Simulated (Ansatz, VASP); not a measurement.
## One calculation of Au, two programs

```
Au
1.0
    -1.37686    1.37686    1.37686
     1.37686   -1.37686    1.37686
     1.37686    1.37686   -1.37686
Au
1
Direct
  0.00000 0.00000 0.00000
```

Change from the starting cell: volume scaled by 0.58, PAW files.

Alike in both runs: task single point; functional PBE; k mesh 16 × 16 × 16; occupations fermi-dirac, width 0.08 eV; no spin polarisation.

|  | VASP | Ansatz |
| --- | --- | --- |
| version | VASP 6.6.1 | Ansatz 0.2.0 |
| potentials or method | VASP PAW PBE potentials, release 64 (Au) | PAW with Ansatz's default frozen-core files, scalar-relativistic |
| plane-wave cutoff (eV) | 520 | 420 |
| valence electrons in the cell | 11 | 19 |

```tsv
	VASP	Ansatz	Ansatz less VASP
pressure (GPa)	349.0	347.2	-1.83
```

Both programs put the cell under a high pressure, so it lies far from rest at this level. VASP's potentials hold 11 valence electrons a cell and Ansatz's 19, so a difference there can come from the potentials and not from the codes.

Spin-orbit coupling is off throughout. Noted on VASP's run: the cell as given lies far from equilibrium.
